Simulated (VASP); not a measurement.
# RbCl (Fm-3m) in VASP: notebook

Runs on RbCl. Level: PBE. Tasks: electric field gradients.

Program: VASP 6.6.1. These are calculated values, not measurements. Logs are shortened: lines on timing, memory, paths and dates and some standing lists are left out, and cuts for length are marked.

## Step 1: The cell of the first run

Symmetry: Fm-3m, No. 225, cubic system. The conventional cell has a = 6.548 Å, b = 6.548 Å, c = 6.548 Å, α = 90.00°, β = 90.00°, γ = 90.00°. Rb (site symmetry m-3m) has 6 Cl at 3.27 Å within 4.3 Å. Cl (site symmetry m-3m) has 6 Rb at 3.27 Å within 4.3 Å.

## Step 2: Electric field gradients, PBE

Contents of INCAR:

```
ALGO = Normal
EDIFF = 1E-8
ENCUT = 400
GGA = PE
GGA_COMPAT = False
ISIF = 2
ISMEAR = -1
LASPH = True
LCHARG = False
LEFG = True
LREAL = False
LWAVE = False
NBANDS = 15
NELM = 120
PREC = Accurate
SIGMA = 0.02
```

Contents of KPOINTS:

```
k-points
0
Gamma
  7 7 7
```

Contents of POSCAR:

```
RbCl
1.0
    0.0000000000      3.2740000000      3.2740000000
    3.2740000000      0.0000000000      3.2740000000
    3.2740000000      3.2740000000      0.0000000000
Rb Cl
1 1
Direct
    0.0000000000      0.0000000000      0.0000000000
    0.5000000000      0.5000000000      0.5000000000
```

Potentials or basis: VASP PAW PBE potentials, release 64 (Rb_sv, Cl).

Run with:

```bash
cat potpaw_PBE.64/Rb_sv/POTCAR potpaw_PBE.64/Cl/POTCAR > POTCAR
mpirun -np 1 vasp_std > vasp.out
```

OUTCAR:

```text
EDIFF = 1E-8
   ENCUT = 400
   GGA = PE
   ISIF = 2
   ISMEAR = -1
   LASPH = True
   LREAL = False
   NELM = 120
   PREC = Accurate

 ion  position               nearest neighbor table
   1  0.000  0.000  0.000-   2 3.27   2 3.27   2 3.27   2 3.27   2 3.27   2 3.27
   2  0.500  0.500  0.500-   1 3.27   1 3.27   1 3.27   1 3.27   1 3.27   1 3.27

  LATTYP: Found a face centered cubic cell.
 ALAT       =     6.5480000000

  Lattice vectors:

 A1 = (   0.0000000000,   3.2740000000,   3.2740000000)
 A2 = (   3.2740000000,   0.0000000000,   3.2740000000)
 A3 = (   3.2740000000,   3.2740000000,   0.0000000000)

Analysis of symmetry for initial positions (statically):
=====================================================================
 Subroutine PRICEL returns:
 Original cell was already a primitive cell.

 Routine SETGRP: Setting up the symmetry group for a
 face centered cubic supercell.

 Subroutine GETGRP returns: Found 48 space group operations
[... 9 lines left out ...]

 Routine SETGRP: Setting up the symmetry group for a
 face centered cubic supercell.

 Subroutine GETGRP returns: Found 48 space group operations
[... 11 lines left out ...]
                                     Primitive cell

  volume of cell :      70.1885

  direct lattice vectors                    reciprocal lattice vectors
     0.000000000  3.274000000  3.274000000    -0.152718387  0.152718387  0.152718387
     3.274000000  0.000000000  3.274000000     0.152718387 -0.152718387  0.152718387
     3.274000000  3.274000000  0.000000000     0.152718387  0.152718387 -0.152718387

  length of vectors
     4.630135203  4.630135203  4.630135203     0.264516006  0.264516006  0.264516006

  position of ions in fractional coordinates (direct lattice)
     0.000000000  0.000000000  0.000000000
     0.500000000  0.500000000  0.500000000

  ion indices of the primitive-cell ions
   primitive index   ion index
                 1           1
                 2           2

----------------------------------------------------------------------------------------

 KPOINTS: k-points

Automatic generation of k-mesh.
 Grid dimensions read from file:
 generate k-points for:    7    7    7

 Generating k-lattice:

  Cartesian coordinates                     Fractional coordinates (reciprocal lattice)
    -0.021816912  0.021816912  0.021816912     0.142857143  0.000000000  0.000000000
     0.021816912 -0.021816912  0.021816912     0.000000000  0.142857143  0.000000000
     0.021816912  0.021816912 -0.021816912     0.000000000  0.000000000  0.142857143

  Length of vectors
     0.037788001  0.037788001  0.037788001

  Shift w.r.t. Gamma in fractional coordinates (k-lattice)
     0.000000000  0.000000000  0.000000000

 Subroutine IBZKPT returns following result:
 ===========================================

 Found     20 irreducible k-points:

 Following reciprocal coordinates:
            Coordinates               Weight
  0.000000  0.000000  0.000000      1.000000
  0.142857  0.000000  0.000000      8.000000
  0.285714  0.000000  0.000000      8.000000
  0.428571  0.000000  0.000000      8.000000
  0.142857  0.142857  0.000000      6.000000
  0.285714  0.142857  0.000000     24.000000
[... 12 lines left out ...]
 -0.428571  0.428571  0.142857     24.000000
 -0.285714  0.428571  0.142857     24.000000
   k-points           NKPTS =     20   k-points in BZ     NKDIM =     20   number of bands    NBANDS=     15
   number of dos      NEDOS =    301   number of ions     NIONS =      2
   total plane-waves  NPLWV =  27000
   dimension x,y,z NGX =    30 NGY =   30 NGZ =   30
   dimension x,y,z NGXF=    60 NGYF=   60 NGZF=   60
   ions per type =               1   1
   NGX,Y,Z   is equivalent  to a cutoff of  10.77, 10.77, 10.77 a.u.
   NGXF,Y,Z  is equivalent  to a cutoff of  21.54, 21.54, 21.54 a.u.
 SYSTEM =  unknown system
   PREC   = accura    normal or accurate (medium, high low for compatibility)
   ISTART =      0    job   : 0-new  1-cont  2-samecut
   ICHARG =      2    charge: 1-file 2-atom 10-const
   ISPIN  =      1    spin polarized calculation?
   LNONCOLLINEAR =      F non collinear calculations
   LSORBIT =      F    spin-orbit coupling
   LASPH  =      T    aspherical Exc in radial PAW
   ENCUT  =  400.0 eV  29.40 Ry    5.42 a.u.   7.55  7.55  7.55*2*pi/ulx,y,z
   NELM   =    120;   NELMIN=  2; NELMDL= -5     # of ELM steps
   EDIFF  = 0.1E-07   stopping-criterion for ELM
   LREAL  =      F    real-space projection
   EDIFFG = 0.1E-06   stopping-criterion for IOM
   NSW    =      0    number of steps for IOM
   IBRION =     -1    ionic relax: 0-MD 1-quasi-New 2-CG
   NFREE  =      0    steps in history (QN), initial steepest desc. (CG)
   ISIF   =      2    stress and relaxation
   ISYM   =      2    0-nonsym 1-usesym 2-fastsym
   POTIM  = 0.5000    time-step for ionic-motion
   TEBEG  =    0.0;   TEEND  =   0.0 temperature during run
   PSTRESS=    0.0 pullay stress
   NELECT =      16.0000    total number of electrons
   NUPDOWN=      -1.0000    fix difference up-down
   EMIN   =  10.00;   EMAX   =-10.00  energy-range for DOS
   EFERMI =   0.00;   METHOD = LEGACY
   ISMEAR =    -1;   SIGMA  =   0.02  broadening in eV -4-tet -1-fermi 0-gaus
   EFERMI_NEDOS =   21; number of points for ismear=-14 and -15
   IALGO  =     38    algorithm
   IMIX   =      4    mixing-type and parameters
     AMIX     =   0.40;   BMIX     =  1.00
     AMIX_MAG =   1.60;   BMIX_MAG =  1.00
  volume/ion in A,a.u.               =      35.09       236.83
  Fermi-wavevector in a.u.,A,eV,Ry     =   1.000060  1.889840 13.607465  1.000120
  Thomas-Fermi vector in A             =   2.132392
   LORBIT       =      0    0 simple, 1 ext, 2 COOP (PROOUT), +10 PAW based schemes
   GGA     = PE    functional components
   LHFCALC =     F    Hartree Fock is set to
   AEXX    =    0.0000 exact exchange contribution
   IVDW    =     0    specifies the selected vdW correction
   LEPSILON=     F    determine dielectric tensor
   LRPA    =     F    only Hartree local field effects (RPA)
 non-spin polarized calculation
  energy-cutoff  :      400.00
  volume of cell :       70.19
 maximum number of plane-waves:      1299
 NGX is ok and might be reduce to    30
   NGX = 15   NGY = 15   NGZ = 15

 number of electron      16.0000000 magnetization

 Free energy of the ion-electron system (eV)
  ---------------------------------------------------
  ext. energy  EPLUGINS =         0.00000000
  ---------------------------------------------------
  free energy    TOTEN  =        -6.65814673 eV

  energy without entropy =       -6.65814673  energy(sigma->0) =       -6.65814673

 E-fermi :  -1.4163     XC(G=0):  -7.4135

 val. band max:       -1.8195489453   @ k =   0.0000   0.0000   0.0000
 cond. band min:       3.2265914786   @ k =   0.0000   0.0000   0.0000
 fundamental gap:      5.0461404240
 Fermi energy:        -1.4162907179

 k-point     1 :       0.0000    0.0000    0.0000
  band No.  band energies     occupation
      1     -25.7066      2.00000
      2     -13.8336      2.00000
      3      -9.7555      2.00000
      4      -9.7555      2.00000
      5      -9.7555      2.00000
      6      -1.8195      2.00000
      7      -1.8195      2.00000
      8      -1.8195      2.00000
      9       3.2266      0.00000
     10       6.1837      0.00000
     11       6.1837      0.00000
     12       6.1837      0.00000
     13       7.1767      0.00000
     14       7.1767      0.00000
     15      10.3358      0.00000
[... 325 lines left out ...]
 k-point    20 :      -0.2857    0.4286    0.1429
  band No.  band energies     occupation
      1     -25.6847      2.00000
      2     -13.8252      2.00000
      3      -9.9567      2.00000
      4      -9.8993      2.00000
      5      -9.7503      2.00000
      6      -2.2963      2.00000
      7      -2.0753      2.00000
      8      -2.0644      2.00000
      9       5.5816      0.00000
     10       6.2737      0.00000
     11       7.5932      0.00000
     12       7.7541      0.00000
     13       9.5016      0.00000
     14       9.6301      0.00000
     15      10.7196      0.00000

------------------------ aborting loop because EDIFF is reached ----------------------------------------

  FORCE on cell =-STRESS in cart. coord.  units (eV):
  Direction    XX          YY          ZZ          XY          YZ          ZX
  --------------------------------------------------------------------------------------
  -------------------------------------------------------------------------------------
  Total        0.5065970      0.5065970      0.5065970      0.0000000      0.0000000      0.0000000
  in kB       11.5639748     11.5639748     11.5639748      0.0000000      0.0000000      0.0000000
  external PRESSURE =      11.5639748 kB  Pullay stress =       0.0000000 kB

 VOLUME and BASIS-vectors are now :
 -----------------------------------------------------------------------------
  energy-cutoff  :      400.00
  volume of cell :       70.19
      direct lattice vectors                 reciprocal lattice vectors
     0.000000000  3.274000000  3.274000000    -0.152718387  0.152718387  0.152718387
     3.274000000  0.000000000  3.274000000     0.152718387 -0.152718387  0.152718387
     3.274000000  3.274000000  0.000000000     0.152718387  0.152718387 -0.152718387

 POSITION                                       TOTAL-FORCE (eV/Angst)
 -----------------------------------------------------------------------------------
      0.00000      0.00000      0.00000         0.000000      0.000000      0.000000
      3.27400      3.27400      3.27400        -0.000000     -0.000000     -0.000000
 -----------------------------------------------------------------------------------
    total drift:                                0.000000      0.000000      0.000000

  FREE ENERGIE OF THE ION-ELECTRON SYSTEM (eV)
  ---------------------------------------------------
  free  energy   TOTEN  =        -6.6581467291 eV

  energy  without entropy=       -6.6581467291  energy(sigma->0) =       -6.65814673

 Electric field gradients (V/A^2)
---------------------------------------------------------------------
 ion       V_xx      V_yy      V_zz      V_xy      V_xz      V_yz
---------------------------------------------------------------------
   1      -0.000     0.000     0.000    -0.000    -0.000    -0.000
   2       0.000     0.000    -0.000    -0.000    -0.000    -0.000
---------------------------------------------------------------------

 Electric field gradients after diagonalization (V/A^2)
 (convention: |V_zz| > |V_xx| > |V_yy|)
----------------------------------------------------------------------
 ion       V_xx      V_yy      V_zz     asymmetry (V_yy - V_xx)/ V_zz
----------------------------------------------------------------------
   1       0.000     0.000    -0.000       0.000
   2       0.000     0.000    -0.001       0.000
----------------------------------------------------------------------

           NMR quadrupolar parameters

 Cq : quadrupolar parameter    Cq=e*Q*V_zz/h
 eta: asymmetry parameters     (V_yy - V_xx)/ V_zz
 Q  : nuclear electric quadrupole moment in mb (millibarn)
----------------------------------------------------------------------
 ion       Cq(MHz)       eta       Q (mb)
----------------------------------------------------------------------
   1      -0.000       0.000       1.000
   2      -0.000       0.000       1.000
----------------------------------------------------------------------
```

Run time: 11 s. Hardware: 1 thread of AMD EPYC 7R13 (Zen 3), shared host; peak memory 0.13 GiB.

Results:

```
Free energy            : -6.6581 eV
Pressure               : 1.2 GPa
Band gap on the k mesh : 5.05 eV, direct
```

Caveat: without QUAD_EFG the Cq values of the log hold for a quadrupole moment of 1 mb, not for the nuclei. A k mesh can miss the band edges.

(Part 1 of 2 ends here.)
